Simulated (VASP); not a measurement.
# HfC (Fm-3m) in VASP: further runs

HfC is run at these levels: PBE, PBEsol; tasks: single point.

Everything below comes from runs of VASP 6.6.1. Logs are shortened: lines on timing, memory, paths and dates and some standing lists are left out, and cuts for length are marked.

### Step 1. The cell of the first run

Symmetry: Fm-3m, No. 225, cubic system. Conventional cell: a = 4.650 Å, b = 4.650 Å, c = 4.650 Å, α = 90.00°, β = 90.00°, γ = 90.00°. Hf (site symmetry m-3m) has 6 C at 2.33 Å within 3.1 Å. Within 3.1 Å of C (site symmetry m-3m) lie 6 Hf at 2.33 Å.

### Step 2. Single point, PBE

INCAR

```
SYSTEM = HfC
ALGO = Normal
EDIFF = 1E-6
ENCUT = 520
GGA = PE
ISIF = 2
ISMEAR = 0
LASPH = .True.
LCHARG = .True.
LELF = .True.
LREAL = .False.
LVHAR = .True.
LWAVE = .False.
NBANDS = 14
NELM = 80
PREC = Accurate
SIGMA = 0.017
```

KPOINTS

```
k-points
0
Gamma
  10 10 10
  0 0 0
```

POSCAR

```
HfC
1.0
    0.0000000000      2.3250000000      2.3250000000
    2.3250000000      0.0000000000      2.3250000000
    2.3250000000      2.3250000000      0.0000000000
Hf C
1 1
Direct
    0.5000000000      0.5000000000      0.5000000000
    0.0000000000      0.0000000000      0.0000000000
```

Potentials or basis: VASP PAW PBE potentials, release 64 (Hf_pv, C).

Started as:

```
> cat potpaw_PBE.64/Hf_pv/POTCAR potpaw_PBE.64/C/POTCAR > POTCAR
> mpirun -np 1 vasp_std > vasp.out
```

OUTCAR:

```text
SYSTEM = HfC
   EDIFF = 1E-6
   ENCUT = 520
   GGA = PE
   ISIF = 2
   ISMEAR = 0
   LASPH = .True.
   LREAL = .False.
   NELM = 80
   PREC = Accurate

 ion  position               nearest neighbor table
   1  0.500  0.500  0.500-   2 2.33   2 2.33   2 2.33   2 2.33   2 2.33   2 2.33
   2  0.000  0.000  0.000-   1 2.33   1 2.33   1 2.33   1 2.33   1 2.33   1 2.33

  LATTYP: Found a face centered cubic cell.
 ALAT       =     4.6500000000

  Lattice vectors:

 A1 = (   0.0000000000,   2.3250000000,   2.3250000000)
 A2 = (   2.3250000000,   0.0000000000,   2.3250000000)
 A3 = (   2.3250000000,   2.3250000000,   0.0000000000)

Analysis of symmetry for initial positions (statically):
=====================================================================
 Subroutine PRICEL returns:
 Original cell was already a primitive cell.

 Routine SETGRP: Setting up the symmetry group for a
 face centered cubic supercell.

 Subroutine GETGRP returns: Found 48 space group operations
 (whereof 48 operations were pure point group operations)
 out of a pool of 48 trial point group operations.

The static configuration has the point symmetry O_h .

Analysis of symmetry for dynamics (positions and initial velocities):
=====================================================================
 Subroutine PRICEL returns:
 Original cell was already a primitive cell.

 Routine SETGRP: Setting up the symmetry group for a
 face centered cubic supercell.

 Subroutine GETGRP returns: Found 48 space group operations
 (whereof 48 operations were pure point group operations)
 out of a pool of 48 trial point group operations.

The dynamic configuration has the point symmetry O_h .

 Subroutine INISYM returns: Found 48 space group operations
 (whereof 48 operations are pure point group operations),
 and found     1 'primitive' translations

----------------------------------------------------------------------------------------

                                     Primitive cell

  volume of cell :      25.1362

  direct lattice vectors                    reciprocal lattice vectors
     0.000000000  2.325000000  2.325000000    -0.215053763  0.215053763  0.215053763
     2.325000000  0.000000000  2.325000000     0.215053763 -0.215053763  0.215053763
     2.325000000  2.325000000  0.000000000     0.215053763  0.215053763 -0.215053763

  length of vectors
     3.288046533  3.288046533  3.288046533     0.372484045  0.372484045  0.372484045

  position of ions in fractional coordinates (direct lattice)
     0.500000000  0.500000000  0.500000000
     0.000000000  0.000000000  0.000000000

  ion indices of the primitive-cell ions
   primitive index   ion index
                 1           1
                 2           2

----------------------------------------------------------------------------------------

 KPOINTS: k-points

Automatic generation of k-mesh.
 Grid dimensions read from file:
 generate k-points for:   10   10   10

 Generating k-lattice:

  Cartesian coordinates                     Fractional coordinates (reciprocal lattice)
    -0.021505376  0.021505376  0.021505376     0.100000000  0.000000000  0.000000000
     0.021505376 -0.021505376  0.021505376     0.000000000  0.100000000  0.000000000
     0.021505376  0.021505376 -0.021505376     0.000000000  0.000000000  0.100000000

  Length of vectors
     0.037248404  0.037248404  0.037248404

  Shift w.r.t. Gamma in fractional coordinates (k-lattice)
     0.000000000  0.000000000  0.000000000

 Subroutine IBZKPT returns following result:
 ===========================================

 Found     47 irreducible k-points:

 Following reciprocal coordinates:
            Coordinates               Weight
  0.000000  0.000000  0.000000      1.000000
  0.100000  0.000000  0.000000      8.000000
  0.200000  0.000000  0.000000      8.000000
  0.300000  0.000000  0.000000      8.000000
  0.400000  0.000000  0.000000      8.000000
  0.500000  0.000000  0.000000      4.000000
[... 16 lines left out ...]
  0.300000  0.300000  0.000000      6.000000
  0.400000  0.300000  0.000000     24.000000
 [... further k-points ...]
   k-points           NKPTS =     47   k-points in BZ     NKDIM =     47   number of bands    NBANDS=     14
   number of dos      NEDOS =    301   number of ions     NIONS =      2
   total plane-waves  NPLWV =  13824
   dimension x,y,z NGX =    24 NGY =   24 NGZ =   24
   dimension x,y,z NGXF=    48 NGYF=   48 NGZF=   48
   ions per type =               1   1
   NGX,Y,Z   is equivalent  to a cutoff of  12.13, 12.13, 12.13 a.u.
   NGXF,Y,Z  is equivalent  to a cutoff of  24.27, 24.27, 24.27 a.u.
 SYSTEM =  HfC
   PREC   = accura    normal or accurate (medium, high low for compatibility)
   ISTART =      0    job   : 0-new  1-cont  2-samecut
   ICHARG =      2    charge: 1-file 2-atom 10-const
   ISPIN  =      1    spin polarized calculation?
   LNONCOLLINEAR =      F non collinear calculations
   LSORBIT =      F    spin-orbit coupling
   LASPH  =      T    aspherical Exc in radial PAW
   ENCUT  =  520.0 eV  38.22 Ry    6.18 a.u.   6.11  6.11  6.11*2*pi/ulx,y,z
   NELM   =     80;   NELMIN=  2; NELMDL= -5     # of ELM steps
   EDIFF  = 0.1E-05   stopping-criterion for ELM
   LREAL  =      F    real-space projection
   EDIFFG = 0.1E-04   stopping-criterion for IOM
   NSW    =      0    number of steps for IOM
   IBRION =     -1    ionic relax: 0-MD 1-quasi-New 2-CG
   NFREE  =      0    steps in history (QN), initial steepest desc. (CG)
   ISIF   =      2    stress and relaxation
   ISYM   =      2    0-nonsym 1-usesym 2-fastsym
   POTIM  = 0.5000    time-step for ionic-motion
   TEBEG  =    0.0;   TEEND  =   0.0 temperature during run
   PSTRESS=    0.0 pullay stress
   NELECT =      14.0000    total number of electrons
   NUPDOWN=      -1.0000    fix difference up-down
   EMIN   =  10.00;   EMAX   =-10.00  energy-range for DOS
   EFERMI =   0.00;   METHOD = LEGACY
   ISMEAR =     0;   SIGMA  =   0.02  broadening in eV -4-tet -1-fermi 0-gaus
   EFERMI_NEDOS =   21; number of points for ismear=-14 and -15
   IALGO  =     38    algorithm
   IMIX   =      4    mixing-type and parameters
     AMIX     =   0.40;   BMIX     =  1.00
     AMIX_MAG =   1.60;   BMIX_MAG =  1.00
  volume/ion in A,a.u.               =      12.57        84.81
  Fermi-wavevector in a.u.,A,eV,Ry     =   1.346949  2.545365 24.684672  1.814272
  Thomas-Fermi vector in A             =   2.474740
   LORBIT       =      0    0 simple, 1 ext, 2 COOP (PROOUT), +10 PAW based schemes
   GGA     = PE    functional components
   LHFCALC =     F    Hartree Fock is set to
   AEXX    =    0.0000 exact exchange contribution
   IVDW    =     0    specifies the selected vdW correction
   LEPSILON=     F    determine dielectric tensor
   LRPA    =     F    only Hartree local field effects (RPA)
 non-spin polarized calculation
 Gauss-broadening in eV      SIGMA  =   0.02
  energy-cutoff  :      520.00
  volume of cell :       25.14
 maximum number of plane-waves:       700
   NGX = 13   NGY = 13   NGZ = 13

 number of electron      14.0000000 magnetization

 Free energy of the ion-electron system (eV)
  ---------------------------------------------------
  ext. energy  EPLUGINS =         0.00000000
  ---------------------------------------------------
  free energy    TOTEN  =       -21.04278963 eV

  energy without entropy =      -21.04264353  energy(sigma->0) =      -21.04271658

 E-fermi :   5.9700     XC(G=0): -12.2854

 val. band max:        5.9661966917   @ k =   0.1000   0.0000   0.0000
 cond. band min:       6.1055394598   @ k =   0.1000   0.1000   0.0000
 fundamental gap:      0.1393427681
 Fermi energy:         5.9700328473

 k-point     1 :       0.0000    0.0000    0.0000
  band No.  band energies     occupation
      1     -23.6174      2.00000
      2     -23.6174      2.00000
      3     -23.6174      2.00000
      4      -6.3571      2.00000
      5       6.9512      0.00000
      6       6.9512      0.00000
      7       6.9512      0.00000
      8       7.3453      0.00000
      9       7.3453      0.00000
     10       7.3453      0.00000
     11       9.3445      0.00000
     12       9.3445      0.00000
     13      12.7803      0.00000
     14      16.9543      0.00000

 k-point     2 :       0.1000    0.0000    0.0000
  band No.  band energies     occupation
      1     -23.6861      2.00000
      2     -23.6241      2.00000
      3     -23.6241      2.00000
      4      -6.1076      2.00000
      5       5.5841      2.00000
      6       5.9662      1.25040
      7       5.9662      1.25037
      8       7.7524      0.00000
      9       7.7524      0.00000
     10       8.1105      0.00000
     11      10.4416      0.00000
     12      10.4416      0.00000
     13      13.3301      0.00000
     14      17.6478      0.00000

 k-point     3 :       0.2000    0.0000    0.0000
  band No.  band energies     occupation
      1     -23.8614      2.00000
      2     -23.6413      2.00000
      3     -23.6413      2.00000
      4      -5.4094      2.00000
      5       3.8012      2.00000
      6       4.7289      2.00000
      7       4.7289      2.00000
      8       8.4940      0.00000
      9       8.4940      0.00000
     10       8.6481      0.00000
     11      12.4285      0.00000
     12      12.4285      0.00000
     13      14.4810      0.00000
     14      19.2684      0.00000

 k-point     4 :       0.3000    0.0000    0.0000
  band No.  band energies     occupation
      1     -24.0695      2.00000
      2     -23.6625      2.00000
      3     -23.6625      2.00000
      4      -4.3965      2.00000
      5       2.0763      2.00000
      6       3.7682      2.00000
      7       3.7682      2.00000
      8       9.3250      0.00000
      9       9.5691      0.00000
     10       9.5691      0.00000
     11      14.5374      0.00000
     12      14.5374      0.00000
     13      15.1114      0.00000
     14      19.6784      0.00000

 k-point     5 :       0.4000    0.0000    0.0000
  band No.  band energies     occupation
      1     -24.2317      2.00000
      2     -23.6796      2.00000
      3     -23.6796      2.00000
      4      -3.2778      2.00000
      5       0.5883      2.00000
      6       3.1729      2.00000
      7       3.1729      2.00000
      8      10.4389      0.00000
      9      10.7103      0.00000
     10      10.7103      0.00000
     11      14.0422      0.00000
[... 276 lines left out ...]
 k-point    22 :      -0.2000    0.2000    0.0000
  band No.  band energies     occupation
      1     -24.0320      2.00000
      2     -23.7949      2.00000
      3     -23.6554      2.00000
      4      -4.2153      2.00000
      5       1.9483      2.00000
      6       3.5547      2.00000
      7       3.8776      2.00000
      8       8.9084      0.00000
      9       9.9853      0.00000
     10      11.1122      0.00000
     11      11.8992      0.00000
     12      15.5590      0.00000
     13      16.2202      0.00000
     14      19.6969      0.00000

 k-point    23 :       0.3000    0.3000    0.0000
  band No.  band energies     occupation
      1     -24.0236      2.00000
      2     -23.7695      2.00000
      3     -23.7695      2.00000
      4      -4.5394      2.00000
      5       2.1574      2.00000
      6       5.0120      2.00000
      7       5.5455      2.00000
      8       5.5455      2.00000
      9      10.5039      0.00000
     10      11.9600      0.00000
     11      11.9600      0.00000
     12      13.3292      0.00000
     13      18.2845      0.00000
     14      19.6404      0.00000

 k-point    24 :       0.4000    0.3000    0.0000
  band No.  band energies     occupation
      1     -24.1073      2.00000
      2     -23.8145      2.00000
      3     -23.7939      2.00000
      4      -4.2733      2.00000
      5       2.2370      2.00000
      6       4.1531      2.00000
      7       5.2406      2.00000
      8       6.1651      0.00000
      9      11.3180      0.00000
     10      12.3367      0.00000
     11      12.4656      0.00000
     12      14.2276      0.00000
     13      17.5391      0.00000
     14      18.6125      0.00000

 [... further k-points ...]

------------------------ aborting loop because EDIFF is reached ----------------------------------------

  FORCE on cell =-STRESS in cart. coord.  units (eV):
  Direction    XX          YY          ZZ          XY          YZ          ZX
  --------------------------------------------------------------------------------------
  -------------------------------------------------------------------------------------
  Total       -0.0710462     -0.0710462     -0.0710462      0.0000000      0.0000000      0.0000000
  in kB       -4.5284782     -4.5284782     -4.5284782      0.0000000      0.0000000      0.0000000
  external PRESSURE =      -4.5284782 kB  Pullay stress =       0.0000000 kB

 VOLUME and BASIS-vectors are now :
 -----------------------------------------------------------------------------
  energy-cutoff  :      520.00
  volume of cell :       25.14
      direct lattice vectors                 reciprocal lattice vectors
     0.000000000  2.325000000  2.325000000    -0.215053763  0.215053763  0.215053763
     2.325000000  0.000000000  2.325000000     0.215053763 -0.215053763  0.215053763
     2.325000000  2.325000000  0.000000000     0.215053763  0.215053763 -0.215053763

 POSITION                                       TOTAL-FORCE (eV/Angst)
 -----------------------------------------------------------------------------------
      2.32500      2.32500      2.32500        -0.000000     -0.000000     -0.000000
      0.00000      0.00000      0.00000         0.000000      0.000000      0.000000
 -----------------------------------------------------------------------------------
    total drift:                                0.000000     -0.000000      0.000000

  FREE ENERGIE OF THE ION-ELECTRON SYSTEM (eV)
  ---------------------------------------------------
  free  energy   TOTEN  =       -21.0427896274 eV

  energy  without entropy=      -21.0426435254  energy(sigma->0) =      -21.04271658
```

Wall time 13 s (1 thread of Intel Xeon Platinum 8259CL at 2.50GHz (Skylake/Cascade Lake), shared host); peak memory 0.15 GiB.

Results:

| Item | Value |
| --- | --- |
| Free energy | -21.0428 eV |
| Pressure | -0.5 GPa |
| Band gap on the k mesh | zero (band 7 reaches 6.95 eV, above the bottom of band 8 at 5.55 eV) |

Caveat: spin-orbit coupling is left out, which moves the levels of the heavy elements.

(Continued in part 2 of 2.)
